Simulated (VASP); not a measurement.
# B3As3H2 (flat sheet) in VASP: a series of runs

The runs below take B3As3H2 (flat sheet) through single point, with PBE.

All numbers are computed with VASP 6.6.1; they aren't measurements. Logs are shortened: lines on timing, memory, paths and dates and some standing lists are left out, and cuts for length are marked.

## (1) The cell of the first run

The cell holds a wire with vacuum, 8 atoms: a = 18.500 Å, b = 9.300 Å, c = 3.392 Å, α = 90.00°, β = 90.00°, γ = 90.00°.

## (2) Single point, PBE

INCAR reads:

```
SYSTEM = B3As3H2
PREC     = Accurate       ! precision mode
ENCUT    = 520            ! plane-wave cutoff, eV
EDIFF    = 1E-7           ! SCF threshold, eV
ISMEAR   = 0              ! smearing method
SIGMA    = 0.05           ! smearing width, eV
LREAL    = .False.        ! projectors in reciprocal space
LASPH    = .True.         ! aspherical terms in the spheres
NELM     = 100            ! most SCF steps
ALGO     = Normal         ! electronic algorithm
ISIF     = 2              ! what is computed and relaxed
LWAVE    = .False.        ! write WAVECAR
LCHARG   = .False.        ! write CHGCAR
GGA      = PE             ! functional
NBANDS   = 23             ! bands
```

KPOINTS reads:

```
Automatic mesh
0
Gamma
  1 1 16
  0 0 0
```

POSCAR reads:

```
B3As3H2
1.0
   18.5000000000      0.0000000000      0.0000000000
    0.0000000000      9.3000000000      0.0000000000
    0.0000000000      0.0000000000      3.3924774874
B As H
3 3 2
Direct
    0.3754951138      0.5000000000      0.0000000000
    0.5341977598      0.5000000000      0.5000000000
    0.6926599883      0.5000000000      0.0000000000
    0.3263487955      0.5000000000      0.5000000000
    0.4818792427      0.5000000000      1.0000000000
    0.6405287215      0.5000000000      0.5000000000
    0.7571942528      0.5000000000      1.0000000000
    0.2452096392      0.5000000000      0.5000000000
```

Potentials or basis: VASP PAW PBE potentials, release 64 (B, As, H).

Command:

```bash
cat potpaw_PBE.64/B/POTCAR potpaw_PBE.64/As/POTCAR potpaw_PBE.64/H/POTCAR > POTCAR
mpirun -np 1 vasp_std > vasp.out
```

OUTCAR:

```text
SYSTEM = B3As3H2
   PREC = Accurate
   ENCUT = 520
   EDIFF = 1E-7
   ISMEAR = 0
   LREAL = .False.
   LASPH = .True.
   NELM = 100
   ISIF = 2
   GGA = PE

 ion  position               nearest neighbor table
   1  0.375  0.500  0.000-   4 1.92   4 1.92   5 1.97
   2  0.534  0.500  0.500-   5 1.95   5 1.95   6 1.97
   3  0.693  0.500  0.000-   7 1.19   6 1.95   6 1.95
   4  0.326  0.500  0.500-   8 1.50   1 1.92   1 1.92
   5  0.482  0.500  0.000-   2 1.95   2 1.95   1 1.97
   6  0.641  0.500  0.500-   3 1.95   3 1.95   2 1.97
   7  0.757  0.500  0.000-   3 1.19
   8  0.245  0.500  0.500-   4 1.50

  LATTYP: Found a simple orthorhombic cell.
 ALAT       =     3.3924774874
 B/A-ratio  =     2.7413593854
 C/A-ratio  =     5.4532417883

  Lattice vectors:

 A1 = (   0.0000000000,   0.0000000000,  -3.3924774874)
 A2 = (   0.0000000000,   9.3000000000,   0.0000000000)
 A3 = (  18.5000000000,   0.0000000000,   0.0000000000)

Analysis of symmetry for initial positions (statically):
=====================================================================
 Subroutine PRICEL returns:
 Original cell was already a primitive cell.

 Routine SETGRP: Setting up the symmetry group for a
 simple orthorhombic supercell.

 Subroutine GETGRP returns: Found  4 space group operations
 (whereof  4 operations were pure point group operations)
 out of a pool of  8 trial point group operations.

The static configuration has the point symmetry C_2v.

Analysis of symmetry for dynamics (positions and initial velocities):
=====================================================================
 Subroutine PRICEL returns:
 Original cell was already a primitive cell.

 Routine SETGRP: Setting up the symmetry group for a
 simple orthorhombic supercell.

 Subroutine GETGRP returns: Found  4 space group operations
 (whereof  4 operations were pure point group operations)
 out of a pool of  8 trial point group operations.

The dynamic configuration has the point symmetry C_2v.

 Subroutine INISYM returns: Found  4 space group operations
 (whereof  4 operations are pure point group operations),
 and found     1 'primitive' translations

----------------------------------------------------------------------------------------

                                     Primitive cell

  volume of cell :     583.6758

  direct lattice vectors                    reciprocal lattice vectors
    18.500000000  0.000000000  0.000000000     0.054054054  0.000000000  0.000000000
     0.000000000  9.300000000  0.000000000     0.000000000  0.107526882  0.000000000
     0.000000000  0.000000000  3.392477487     0.000000000  0.000000000  0.294769826

  length of vectors
    18.500000000  9.300000000  3.392477487     0.054054054  0.107526882  0.294769826

  position of ions in fractional coordinates (direct lattice)
     0.375495114  0.500000000  0.000000000
     0.534197760  0.500000000  0.500000000
     0.692659988  0.500000000  0.000000000
     0.326348796  0.500000000  0.500000000
     0.481879243  0.500000000  0.000000000
     0.640528721  0.500000000  0.500000000
     0.757194253  0.500000000  0.000000000
     0.245209639  0.500000000  0.500000000

  ion indices of the primitive-cell ions
   primitive index   ion index
                 1           1
                 2           2
                 3           3
                 4           4
                 5           5
                 6           6
                 7           7
                 8           8

----------------------------------------------------------------------------------------

 KPOINTS: Automatic mesh

Automatic generation of k-mesh.
 Grid dimensions read from file:
 generate k-points for:    1    1   16

 Generating k-lattice:

  Cartesian coordinates                     Fractional coordinates (reciprocal lattice)
     0.054054054  0.000000000  0.000000000     1.000000000  0.000000000  0.000000000
     0.000000000  0.107526882  0.000000000     0.000000000  1.000000000  0.000000000
     0.000000000  0.000000000  0.018423114     0.000000000  0.000000000  0.062500000

  Length of vectors
     0.054054054  0.107526882  0.018423114

  Shift w.r.t. Gamma in fractional coordinates (k-lattice)
     0.000000000  0.000000000  0.000000000

 Subroutine IBZKPT returns following result:
 ===========================================

 Found      9 irreducible k-points:

 Following reciprocal coordinates:
            Coordinates               Weight
  0.000000  0.000000  0.000000      1.000000
  0.000000  0.000000  0.062500      2.000000
  0.000000  0.000000  0.125000      2.000000
  0.000000  0.000000  0.187500      2.000000
  0.000000  0.000000  0.250000      2.000000
  0.000000  0.000000  0.312500      2.000000
  0.000000  0.000000  0.375000      2.000000
  0.000000  0.000000  0.437500      2.000000
  0.000000  0.000000  0.500000      1.000000
   k-points           NKPTS =      9   k-points in BZ     NKDIM =      9   number of bands    NBANDS=     23
   number of dos      NEDOS =    301   number of ions     NIONS =      8
   total plane-waves  NPLWV = 274400
   dimension x,y,z NGX =   140 NGY =   70 NGZ =   28
   dimension x,y,z NGXF=   280 NGYF=  140 NGZF=   56
   ions per type =               3   3   2
   NGX,Y,Z   is equivalent  to a cutoff of  12.58, 12.51, 13.72 a.u.
   NGXF,Y,Z  is equivalent  to a cutoff of  25.16, 25.03, 27.44 a.u.
 SYSTEM =  B3As3H2
   PREC   = accura    normal or accurate (medium, high low for compatibility)
   ISTART =      0    job   : 0-new  1-cont  2-samecut
   ICHARG =      2    charge: 1-file 2-atom 10-const
   ISPIN  =      1    spin polarized calculation?
   LNONCOLLINEAR =      F non collinear calculations
   LSORBIT =      F    spin-orbit coupling
   LASPH  =      T    aspherical Exc in radial PAW
   ENCUT  =  520.0 eV  38.22 Ry    6.18 a.u.  34.40 17.29  6.31*2*pi/ulx,y,z
   NELM   =    100;   NELMIN=  2; NELMDL= -5     # of ELM steps
   EDIFF  = 0.1E-06   stopping-criterion for ELM
   LREAL  =      F    real-space projection
   EDIFFG = 0.1E-05   stopping-criterion for IOM
   NSW    =      0    number of steps for IOM
   IBRION =     -1    ionic relax: 0-MD 1-quasi-New 2-CG
   NFREE  =      0    steps in history (QN), initial steepest desc. (CG)
   ISIF   =      2    stress and relaxation
   ISYM   =      2    0-nonsym 1-usesym 2-fastsym
   POTIM  = 0.5000    time-step for ionic-motion
   TEBEG  =    0.0;   TEEND  =   0.0 temperature during run
   PSTRESS=    0.0 pullay stress
   NELECT =      26.0000    total number of electrons
   NUPDOWN=      -1.0000    fix difference up-down
   EMIN   =  10.00;   EMAX   =-10.00  energy-range for DOS
   EFERMI =   0.00;   METHOD = LEGACY
   ISMEAR =     0;   SIGMA  =   0.05  broadening in eV -4-tet -1-fermi 0-gaus
   EFERMI_NEDOS =   21; number of points for ismear=-14 and -15
   IALGO  =     38    algorithm
   IMIX   =      4    mixing-type and parameters
     AMIX     =   0.40;   BMIX     =  1.00
     AMIX_MAG =   1.60;   BMIX_MAG =  1.00
  volume/ion in A,a.u.               =      72.96       492.35
  Fermi-wavevector in a.u.,A,eV,Ry     =   0.580331  1.096666  4.582218  0.336783
  Thomas-Fermi vector in A             =   1.624395
   LORBIT       =      0    0 simple, 1 ext, 2 COOP (PROOUT), +10 PAW based schemes
   GGA     = PE    functional components
   LHFCALC =     F    Hartree Fock is set to
   AEXX    =    0.0000 exact exchange contribution
   IVDW    =     0    specifies the selected vdW correction
   LEPSILON=     F    determine dielectric tensor
   LRPA    =     F    only Hartree local field effects (RPA)
 non-spin polarized calculation
 Gauss-broadening in eV      SIGMA  =   0.05
  energy-cutoff  :      520.00
  volume of cell :      583.68
 maximum number of plane-waves:     15777
 NGX is ok and might be reduce to   140
   NGX = 69   NGY = 35   NGZ = 13

 number of electron      25.9999999 magnetization

 Free energy of the ion-electron system (eV)
  ---------------------------------------------------
  ext. energy  EPLUGINS =         0.00000000
  ---------------------------------------------------
  free energy    TOTEN  =       -38.20142095 eV

  energy without entropy =      -38.20142095  energy(sigma->0) =      -38.20142095

 E-fermi :  -3.1140     XC(G=0):  -2.7046

 val. band max:       -3.3697831842   @ k =   0.0000   0.0000   0.4375
 cond. band min:      -2.1533434751   @ k =   0.0000   0.0000   0.4375
 fundamental gap:      1.2164397092
 Fermi energy:        -3.1139590112

 k-point     1 :       0.0000    0.0000    0.0000
  band No.  band energies     occupation
      1     -16.7198      2.00000
      2     -15.9935      2.00000
      3     -15.0327      2.00000
      4     -10.8844      2.00000
      5      -9.5318      2.00000
      6      -7.4957      2.00000
[... 15 lines left out ...]
     22       1.3201      0.00000
     23       2.2633      0.00000

 k-point     2 :       0.0000    0.0000    0.0625
  band No.  band energies     occupation
      1     -16.6801      2.00000
      2     -15.9559      2.00000
      3     -14.9994      2.00000
      4     -10.8636      2.00000
      5      -9.5272      2.00000
      6      -7.5328      2.00000
[... 15 lines left out ...]
     22       1.4474      0.00000
     23       2.2189      0.00000

 k-point     3 :       0.0000    0.0000    0.1250
  band No.  band energies     occupation
      1     -16.5618      2.00000
      2     -15.8445      2.00000
      3     -14.9021      2.00000
      4     -10.8085      2.00000
      5      -9.5277      2.00000
      6      -7.7426      2.00000
[... 15 lines left out ...]
     22       1.9612      0.00000
     23       2.2086      0.00000
[... 105 lines left out ...]
 k-point     8 :       0.0000    0.0000    0.4375
  band No.  band energies     occupation
      1     -14.9984      2.00000
      2     -14.6024      2.00000
      3     -14.3082      2.00000
      4     -11.1872      2.00000
      5     -11.0956      2.00000
      6     -10.4344      2.00000
[... 15 lines left out ...]
     22       3.3042      0.00000
     23       3.7104      0.00000

 k-point     9 :       0.0000    0.0000    0.5000
  band No.  band energies     occupation
      1     -14.6923      2.00000
      2     -14.6133      2.00000
      3     -14.3862      2.00000
      4     -11.3207      2.00000
      5     -10.8997      2.00000
      6     -10.8846      2.00000
[... 15 lines left out ...]
     22       3.6201      0.00000
     23       3.8464      0.00000

------------------------ aborting loop because EDIFF is reached ----------------------------------------

  FORCE on cell =-STRESS in cart. coord.  units (eV):
  Direction    XX          YY          ZZ          XY          YZ          ZX
  --------------------------------------------------------------------------------------
  -------------------------------------------------------------------------------------
  Total        0.5412960      0.0062566      0.5798788      0.0000000      0.0000000      0.0000000
  in kB        1.4858458      0.0171743      1.5917549      0.0000000      0.0000000      0.0000000
  external PRESSURE =       1.0315917 kB  Pullay stress =       0.0000000 kB

 VOLUME and BASIS-vectors are now :
 -----------------------------------------------------------------------------
  energy-cutoff  :      520.00
  volume of cell :      583.68
      direct lattice vectors                 reciprocal lattice vectors
    18.500000000  0.000000000  0.000000000     0.054054054  0.000000000  0.000000000
     0.000000000  9.300000000  0.000000000     0.000000000  0.107526882  0.000000000
     0.000000000  0.000000000  3.392477487     0.000000000  0.000000000  0.294769826

 POSITION                                       TOTAL-FORCE (eV/Angst)
 -----------------------------------------------------------------------------------
      6.94666      4.65000      0.00000         0.002141      0.000000      0.000000
      9.88266      4.65000      1.69624        -0.005280      0.000000      0.000000
     12.81421      4.65000      0.00000         0.056450      0.000000      0.000000
      6.03745      4.65000      1.69624         0.034722      0.000000      0.000000
      8.91477      4.65000      0.00000         0.000414      0.000000      0.000000
     11.84978      4.65000      1.69624         0.005036      0.000000      0.000000
     14.00809      4.65000      0.00000         0.006561      0.000000      0.000000
      4.53638      4.65000      1.69624        -0.100044      0.000000      0.000000
 -----------------------------------------------------------------------------------
    total drift:                               -0.000587     -0.000000     -0.000000

  FREE ENERGIE OF THE ION-ELECTRON SYSTEM (eV)
  ---------------------------------------------------
  free  energy   TOTEN  =       -38.2014209521 eV

  energy  without entropy=      -38.2014209521  energy(sigma->0) =      -38.20142095
```

Wall time 2.1 min (1 thread of Intel Xeon 6975P-C (Granite Rapids), shared host); peak memory 0.61 GiB.

Results:

* Free energy: -38.2014 eV
* Largest force: 0.100 eV/Å
* Band gap on the k mesh: 1.22 eV, direct

Forces on the atoms (eV/Å):
```
B    0.002  0.000  0.000
B   -0.005  0.000  0.000
B    0.056  0.000  0.000
As   0.035  0.000  0.000
As   0.000  0.000  0.000
As   0.005  0.000  0.000
H    0.007  0.000  0.000
H   -0.100  0.000  0.000
```

Levels at points of the mesh, in eV from the valence-band top:
```
           k point  band 11  band 12  band 13  band 14  band 15  band 16
(0.00, 0.00, 0.00)    -2.09    -1.62    -1.38     2.53     2.82     3.40
(0.00, 0.00, 0.50)    -0.90    -0.79    -0.07     1.24     1.95     2.06
```

## (3) Single point, PBE

This run uses another cell than the first one, of 72.78 Å³/atom, 0.998 times its volume.

INCAR reads:

```
ALGO = Normal
EDIFF = 1E-6
ENCUT = 520
GGA = PE
ISIF = 2
ISMEAR = 0
LASPH = T
LCHARG = T
LELF = T
LREAL = F
LVHAR = T
LWAVE = F
NBANDS = 23
NELM = 80
PREC = Accurate
SIGMA = 0.05
```

KPOINTS reads:

```
k-points
0
Gamma
  1 1 16
```

POSCAR reads:

```
B3As3H2
1.0
   18.5000000000      0.0000000000      0.0000000000
    0.0000000000      9.3000000000      0.0000000000
    0.0000000000      0.0000000000      3.3841621092
B As H
3 3 2
Direct
    0.3769022362      0.5000000000      0.0000000000
    0.5353222555      0.5000000000      0.5000000000
    0.6937422748      0.5000000000      0.0000000000
    0.3240955631      0.5000000000      0.5000000000
    0.4825155824      0.5000000000      1.0000000000
    0.6409356017      0.5000000000      0.5000000000
    0.7580665991      0.5000000000      1.0000000000
    0.2419334009      0.5000000000      0.5000000000
```

Potentials or basis: VASP PAW PBE potentials, release 64 (B, As, H).

Command:

```bash
cat potpaw_PBE.64/B/POTCAR potpaw_PBE.64/As/POTCAR potpaw_PBE.64/H/POTCAR > POTCAR
mpirun -np 1 vasp_std > vasp.out
```

It took 2.1 min on 1 thread of Intel Xeon 6975P-C (Granite Rapids), shared host; peak memory 0.62 GiB.

Results (log left out):

| Property | Result |
| --- | --- |
| Free energy | -38.1696 eV |
| Largest force | 0.975 eV/Å |
| Band gap on the k mesh | 1.15 eV, direct |

Forces on the atoms (eV/Å):
```
B   -0.975  0.000  0.000
B   -0.267  0.000  0.000
B   -0.147  0.000  0.000
As   0.544  0.000  0.000
As   0.177  0.000  0.000
As   0.303  0.000  0.000
H    0.089  0.000  0.000
H    0.277  0.000  0.000
```

Levels at points of the mesh, in eV from the valence-band top:
```csv
k point,band 9,band 10,band 11,band 12,band 13,band 14,band 15,band 16,band 17,band 18
"(0.00, 0.00, 0.00)",-2.55,-2.38,-2.27,-1.59,-1.43,2.37,2.92,3.23,3.53,3.78
"(0.00, 0.00, 0.50)",-3.93,-3.78,-0.95,-0.88,-0.04,1.18,1.97,2.01,2.84,3.41
```
